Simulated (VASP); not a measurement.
# PbS (R3m) in VASP: further runs

PbS is run at these levels: PBEsol, LDA; tasks: single point.

Everything below comes from runs of VASP 6.6.1. Logs are shortened: lines on timing, memory, paths and dates and some standing lists are left out, and cuts for length are marked.

### Step 1. The cell of the first run

It takes space group R3m (No. 160, trigonal). Conventional cell: a = 4.225 Å, b = 4.225 Å, c = 10.356 Å, α = 90.00°, β = 90.00°, γ = 120.00°. Pb (site symmetry 3m) has 6 S at 2.96 to 3.02 Å within 3.9 Å. Within 3.9 Å of S (site symmetry 3m) lie 6 Pb at 2.96 to 3.02 Å.

### Step 2. Single point, PBEsol

The input, INCAR:

```
  PREC = Accurate
  ENCUT = 520
  EDIFF = 1E-7
  ISMEAR = -1
  SIGMA = 0.05
  LREAL = False
  LASPH = True
  NELM = 100
  ALGO = Normal
  ISIF = 2
  LWAVE = False
  LCHARG = False
  GGA = PS
  NBANDS = 17
```

The input, KPOINTS:

```
regular mesh
0
Gamma
  8 8 8
```

The input, POSCAR:

```
PbS
1.0
    2.1126617058      1.2197458045      3.4519162518
   -2.1126617058      1.2197458045      3.4519162518
    0.0000000000     -2.4394916091      3.4519162518
Pb S
1 1
Direct
    0.9805657800      0.9805657800      0.9805657800
    0.4750355500      0.4750355500      0.4750355500
```

Potentials or basis: VASP PAW PBE potentials, release 64 (Pb_d, S).

Launch:

```bash
$ cat potpaw_PBE.64/Pb_d/POTCAR potpaw_PBE.64/S/POTCAR > POTCAR
$ mpirun -np 1 vasp_std > vasp.out
```

OUTCAR:

```text
PREC = Accurate
   ENCUT = 520
   EDIFF = 1E-7
   ISMEAR = -1
   LREAL = False
   LASPH = True
   NELM = 100
   ISIF = 2
   GGA = PS

 ion  position               nearest neighbor table
   1  0.981  0.981  0.981-   2 2.96   2 2.96   2 2.96   2 3.02   2 3.02   2 3.02
   2  0.475  0.475  0.475-   1 2.96   1 2.96   1 2.96   1 3.02   1 3.02   1 3.02

  LATTYP: Found a trigonal (rhomboedric) cell.
 ALAT       =     4.2269191050
 COS(alpha) =     0.5003774362

  Lattice vectors:

 A1 = (   2.1126617058,   1.2197458045,   3.4519162518)
 A2 = (  -2.1126617058,   1.2197458045,   3.4519162518)
 A3 = (   0.0000000000,  -2.4394916091,   3.4519162518)

Analysis of symmetry for initial positions (statically):
=====================================================================
 Subroutine PRICEL returns:
 Original cell was already a primitive cell.

 Routine SETGRP: Setting up the symmetry group for a
 trigonal (rhombohedral) supercell.

 Subroutine GETGRP returns: Found  6 space group operations
 (whereof  6 operations were pure point group operations)
 out of a pool of 12 trial point group operations.

The static configuration has the point symmetry C_3v.

Analysis of symmetry for dynamics (positions and initial velocities):
=====================================================================
 Subroutine PRICEL returns:
 Original cell was already a primitive cell.

 Routine SETGRP: Setting up the symmetry group for a
 trigonal (rhombohedral) supercell.

 Subroutine GETGRP returns: Found  6 space group operations
 (whereof  6 operations were pure point group operations)
 out of a pool of 12 trial point group operations.

The dynamic configuration has the point symmetry C_3v.

 Subroutine INISYM returns: Found  6 space group operations
 (whereof  6 operations are pure point group operations),
 and found     1 'primitive' translations

----------------------------------------------------------------------------------------

                                     Primitive cell

  volume of cell :      53.3717

  direct lattice vectors                    reciprocal lattice vectors
     2.112661706  1.219745805  3.451916252     0.236668274  0.136640492  0.096564722
    -2.112661706  1.219745805  3.451916252    -0.236668274  0.136640492  0.096564722
     0.000000000 -2.439491609  3.451916252     0.000000000 -0.273280984  0.096564722

  length of vectors
     4.226919105  4.226919105  4.226919105     0.289840028  0.289840028  0.289840028

  position of ions in fractional coordinates (direct lattice)
     0.980565780  0.980565780  0.980565780
     0.475035550  0.475035550  0.475035550

  ion indices of the primitive-cell ions
   primitive index   ion index
                 1           1
                 2           2

----------------------------------------------------------------------------------------

 KPOINTS: regular mesh

Automatic generation of k-mesh.
 Grid dimensions read from file:
 generate k-points for:    8    8    8

 Generating k-lattice:

  Cartesian coordinates                     Fractional coordinates (reciprocal lattice)
     0.029583534  0.017080061  0.012070590     0.125000000  0.000000000  0.000000000
    -0.029583534  0.017080061  0.012070590     0.000000000  0.125000000  0.000000000
     0.000000000 -0.034160123  0.012070590     0.000000000  0.000000000  0.125000000

  Length of vectors
     0.036230003  0.036230003  0.036230003

  Shift w.r.t. Gamma in fractional coordinates (k-lattice)
     0.000000000  0.000000000  0.000000000

 Subroutine IBZKPT returns following result:
 ===========================================

 Found     65 irreducible k-points:

 Following reciprocal coordinates:
            Coordinates               Weight
  0.000000  0.000000  0.000000      1.000000
  0.125000  0.000000  0.000000      6.000000
  0.250000  0.000000  0.000000      6.000000
  0.375000 -0.000000  0.000000      6.000000
  0.500000  0.000000  0.000000      3.000000
  0.125000  0.125000  0.000000      6.000000
[... 16 lines left out ...]
  0.250000  0.125000  0.125000      6.000000
  0.375000  0.125000  0.125000      6.000000
 [... further k-points ...]
   k-points           NKPTS =     65   k-points in BZ     NKDIM =     65   number of bands    NBANDS=     17
   number of dos      NEDOS =    301   number of ions     NIONS =      2
   total plane-waves  NPLWV =  32768
   dimension x,y,z NGX =    32 NGY =   32 NGZ =   32
   dimension x,y,z NGXF=    64 NGYF=   64 NGZF=   64
   ions per type =               1   1
   NGX,Y,Z   is equivalent  to a cutoff of  12.59, 12.59, 12.59 a.u.
   NGXF,Y,Z  is equivalent  to a cutoff of  25.17, 25.17, 25.17 a.u.
 SYSTEM =  unknown system
   PREC   = accura    normal or accurate (medium, high low for compatibility)
   ISTART =      0    job   : 0-new  1-cont  2-samecut
   ICHARG =      2    charge: 1-file 2-atom 10-const
   ISPIN  =      1    spin polarized calculation?
   LNONCOLLINEAR =      F non collinear calculations
   LSORBIT =      F    spin-orbit coupling
   LASPH  =      T    aspherical Exc in radial PAW
   ENCUT  =  520.0 eV  38.22 Ry    6.18 a.u.   7.86  7.86  7.86*2*pi/ulx,y,z
   NELM   =    100;   NELMIN=  2; NELMDL= -5     # of ELM steps
   EDIFF  = 0.1E-06   stopping-criterion for ELM
   LREAL  =      F    real-space projection
   EDIFFG = 0.1E-05   stopping-criterion for IOM
   NSW    =      0    number of steps for IOM
   IBRION =     -1    ionic relax: 0-MD 1-quasi-New 2-CG
   NFREE  =      0    steps in history (QN), initial steepest desc. (CG)
   ISIF   =      2    stress and relaxation
   ISYM   =      2    0-nonsym 1-usesym 2-fastsym
   POTIM  = 0.5000    time-step for ionic-motion
   TEBEG  =    0.0;   TEEND  =   0.0 temperature during run
   PSTRESS=    0.0 pullay stress
   NELECT =      20.0000    total number of electrons
   NUPDOWN=      -1.0000    fix difference up-down
   EMIN   =  10.00;   EMAX   =-10.00  energy-range for DOS
   EFERMI =   0.00;   METHOD = LEGACY
   ISMEAR =    -1;   SIGMA  =   0.05  broadening in eV -4-tet -1-fermi 0-gaus
   EFERMI_NEDOS =   21; number of points for ismear=-14 and -15
   IALGO  =     38    algorithm
   IMIX   =      4    mixing-type and parameters
     AMIX     =   0.40;   BMIX     =  1.00
     AMIX_MAG =   1.60;   BMIX_MAG =  1.00
  volume/ion in A,a.u.               =      26.69       180.08
  Fermi-wavevector in a.u.,A,eV,Ry     =   1.180270  2.230386 18.953411  1.393036
  Thomas-Fermi vector in A             =   2.316565
   LORBIT       =      0    0 simple, 1 ext, 2 COOP (PROOUT), +10 PAW based schemes
   GGA     = PS    functional components
   LHFCALC =     F    Hartree Fock is set to
   AEXX    =    0.0000 exact exchange contribution
   IVDW    =     0    specifies the selected vdW correction
   LEPSILON=     F    determine dielectric tensor
   LRPA    =     F    only Hartree local field effects (RPA)
 non-spin polarized calculation
  energy-cutoff  :      520.00
  volume of cell :       53.37
 maximum number of plane-waves:      1459
   NGX = 15   NGY = 15   NGZ = 15

 number of electron      20.0000002 magnetization

 Free energy of the ion-electron system (eV)
  ---------------------------------------------------
  ext. energy  EPLUGINS =         0.00000000
  ---------------------------------------------------
  free energy    TOTEN  =        -9.44469405 eV

  energy without entropy =       -9.44451740  energy(sigma->0) =       -9.44460573

 E-fermi :   5.5368     XC(G=0):  -9.7809

 val. band max:        5.3596575082   @ k =   0.5000   0.0000   0.0000
 cond. band min:       5.7139738796   @ k =   0.5000   0.0000   0.0000
 fundamental gap:      0.3543163714
 Fermi energy:         5.5368182021

 k-point     1 :       0.0000    0.0000    0.0000
  band No.  band energies     occupation
      1     -11.3130      2.00000
      2     -11.3126      2.00000
      3     -11.3126      2.00000
      4     -11.2992      2.00000
      5     -11.2992      2.00000
      6      -8.0122      2.00000
[... 9 lines left out ...]
     16      12.1216      0.00000
     17      13.9013      0.00000

 k-point     2 :       0.1250    0.0000    0.0000
  band No.  band energies     occupation
      1     -11.3120      2.00000
      2     -11.3103      2.00000
      3     -11.3101      2.00000
      4     -11.2995      2.00000
      5     -11.2995      2.00000
      6      -7.8818      2.00000
[... 9 lines left out ...]
     16      12.4684      0.00000
     17      15.0820      0.00000

 k-point     3 :       0.2500    0.0000    0.0000
  band No.  band energies     occupation
      1     -11.3170      2.00000
      2     -11.3165      2.00000
      3     -11.3105      2.00000
      4     -11.2880      2.00000
      5     -11.2877      2.00000
      6      -7.5200      2.00000
[... 9 lines left out ...]
     16      13.3052      0.00000
     17      17.0237      0.00000

 k-point     4 :       0.3750   -0.0000    0.0000
  band No.  band energies     occupation
      1     -11.3265      2.00000
      2     -11.3259      2.00000
      3     -11.3097      2.00000
      4     -11.2733      2.00000
      5     -11.2730      2.00000
      6      -7.0509      2.00000
[... 9 lines left out ...]
     16      14.5376      0.00000
     17      16.9841      0.00000
[... 343 lines left out ...]
      1     -11.3122      2.00000
      2     -11.3102      2.00000
      3     -11.3102      2.00000
      4     -11.2994      2.00000
      5     -11.2994      2.00000
      6      -7.8823      2.00000
[... 9 lines left out ...]
     16      12.4628      0.00000
     17      15.0786      0.00000

 k-point    23 :       0.2500    0.1250    0.1250
  band No.  band energies     occupation
      1     -11.3126      2.00000
      2     -11.3113      2.00000
      3     -11.3090      2.00000
      4     -11.3035      2.00000
      5     -11.2897      2.00000
      6      -7.6725      2.00000
[... 9 lines left out ...]
     16      13.5708      0.00000
     17      14.8504      0.00000

 k-point    24 :       0.3750    0.1250    0.1250
  band No.  band energies     occupation
      1     -11.3237      2.00000
      2     -11.3180      2.00000
      3     -11.3083      2.00000
      4     -11.2891      2.00000
      5     -11.2794      2.00000
      6      -7.2632      2.00000
[... 9 lines left out ...]
     16      14.9276      0.00000
     17      16.1242      0.00000

 [... further k-points ...]
[... 5 lines left out ...]
  --------------------------------------------------------------------------------------
  -------------------------------------------------------------------------------------
  Total       -0.6953655     -0.6953655     -0.6894891      0.0000000      0.0000000      0.0000000
  in kB      -20.8743494    -20.8743494    -20.6979438      0.0000000      0.0000000      0.0000000
  external PRESSURE =     -20.8155476 kB  Pullay stress =       0.0000000 kB

 VOLUME and BASIS-vectors are now :
 -----------------------------------------------------------------------------
  energy-cutoff  :      520.00
  volume of cell :       53.37
      direct lattice vectors                 reciprocal lattice vectors
     2.112661706  1.219745805  3.451916252     0.236668274  0.136640492  0.096564722
    -2.112661706  1.219745805  3.451916252    -0.236668274  0.136640492  0.096564722
     0.000000000 -2.439491609  3.451916252     0.000000000 -0.273280984  0.096564722

 POSITION                                       TOTAL-FORCE (eV/Angst)
 -----------------------------------------------------------------------------------
      0.00000     -0.00000     10.15449         0.000000      0.000000     -0.007676
      0.00000     -0.00000      4.91935         0.000000     -0.000000      0.007676
 -----------------------------------------------------------------------------------
    total drift:                                0.000000     -0.000000     -0.000015

  FREE ENERGIE OF THE ION-ELECTRON SYSTEM (eV)
  ---------------------------------------------------
  free  energy   TOTEN  =        -9.4446940521 eV

  energy  without entropy=       -9.4445174006  energy(sigma->0) =       -9.44460573
```

Wall time 52 s (1 thread of AMD EPYC 7R13 (Zen 3), shared host); peak memory 0.18 GiB.

Results:

| Property | Result |
| --- | --- |
| Free energy | -9.4447 eV |
| Pressure | -2.1 GPa |
| Largest force | 0.008 eV/Å |
| Band gap on the k mesh | 0.35 eV, direct |

Forces in eV/Å, atoms in the order of the input:
```
Pb   0.000  0.000 -0.008
S    0.000  0.000  0.008
```

Caveat: the PAW data sets were made with another functional, which shifts forces and pressure a little; spin-orbit coupling is left out, which moves the levels of the heavy elements. A k mesh can miss the band edges.

### Step 3. Single point, LDA

The input, INCAR:

```
  ALGO = Normal
  EDIFF = 1E-6
  ENCUT = 520
  GGA = CA
  ISIF = 2
  ISMEAR = -1
  LASPH = T
  LCHARG = T
  LELF = T
  LREAL = F
  LVHAR = T
  LWAVE = F
  NBANDS = 17
  NELM = 100
  PREC = Accurate
  SIGMA = 0.05
```

The input, KPOINTS:

```
k-points
0
Gamma
  8 8 8
```

POSCAR is that of step 2.

Potentials or basis: VASP PAW LDA potentials, release 64 (Pb_d, S).

Launch:

```bash
$ cat potpaw_LDA.64/Pb_d/POTCAR potpaw_LDA.64/S/POTCAR > POTCAR
$ mpirun -np 1 vasp_std > vasp.out
```

OUTCAR:

```text
EDIFF = 1E-6
   ENCUT = 520
   GGA = CA
   ISIF = 2
   ISMEAR = -1
   LASPH = T
   LREAL = F
   NELM = 100
   PREC = Accurate

 ion  position               nearest neighbor table
   1  0.981  0.981  0.981-   2 2.96   2 2.96   2 2.96   2 3.02   2 3.02   2 3.02
   2  0.475  0.475  0.475-   1 2.96   1 2.96   1 2.96   1 3.02   1 3.02   1 3.02

  LATTYP: Found a trigonal (rhomboedric) cell.
 ALAT       =     4.2269191050
 COS(alpha) =     0.5003774362

  Lattice vectors:
[... 190 lines left out ...]
      4     -11.4288      2.00000
      5     -11.4288      2.00000
      6      -8.0744      2.00000
[... 457 lines left out ...]
      4     -11.4149      2.00000
      5     -11.4057      2.00000
      6      -7.3165      2.00000
[... 9 lines left out ...]
     16      14.8220      0.00000
     17      16.0218      0.00000

 [... further k-points ...]
[... 5 lines left out ...]
  --------------------------------------------------------------------------------------
  -------------------------------------------------------------------------------------
  Total       -1.2277693     -1.2277693     -1.2206809      0.0000000      0.0000000      0.0000000
  in kB      -36.8567086    -36.8567086    -36.6439220      0.0000000      0.0000000      0.0000000
  external PRESSURE =     -36.7857797 kB  Pullay stress =       0.0000000 kB

 VOLUME and BASIS-vectors are now :
 -----------------------------------------------------------------------------
  energy-cutoff  :      520.00
  volume of cell :       53.37
      direct lattice vectors                 reciprocal lattice vectors
     2.112661706  1.219745805  3.451916252     0.236668274  0.136640492  0.096564722
    -2.112661706  1.219745805  3.451916252    -0.236668274  0.136640492  0.096564722
     0.000000000 -2.439491609  3.451916252     0.000000000 -0.273280984  0.096564722

 POSITION                                       TOTAL-FORCE (eV/Angst)
 -----------------------------------------------------------------------------------
      0.00000     -0.00000     10.15449         0.000000     -0.000000      0.003120
      0.00000     -0.00000      4.91935         0.000000      0.000000     -0.003120
 -----------------------------------------------------------------------------------
    total drift:                                0.000000     -0.000000     -0.000634

  FREE ENERGIE OF THE ION-ELECTRON SYSTEM (eV)
  ---------------------------------------------------
  free  energy   TOTEN  =        -9.9594244886 eV

  energy  without entropy=       -9.9591743364  energy(sigma->0) =       -9.95929941
```

Wall time 60 s (1 thread of AMD EPYC 7R13 (Zen 3), shared host); peak memory 0.16 GiB.

Results:

```
Free energy            : -9.9594 eV
Pressure               : -3.7 GPa
Largest force          : 0.003 eV/Å
Band gap on the k mesh : 0.31 eV, direct
```

Forces on the atoms (eV/Å):
```
Pb   0.000  0.000  0.003
S    0.000  0.000 -0.003
```

Caveat: spin-orbit coupling is left out, which moves the levels of the heavy elements. A k mesh can miss the band edges.

(Continued in part 2 of 2.)
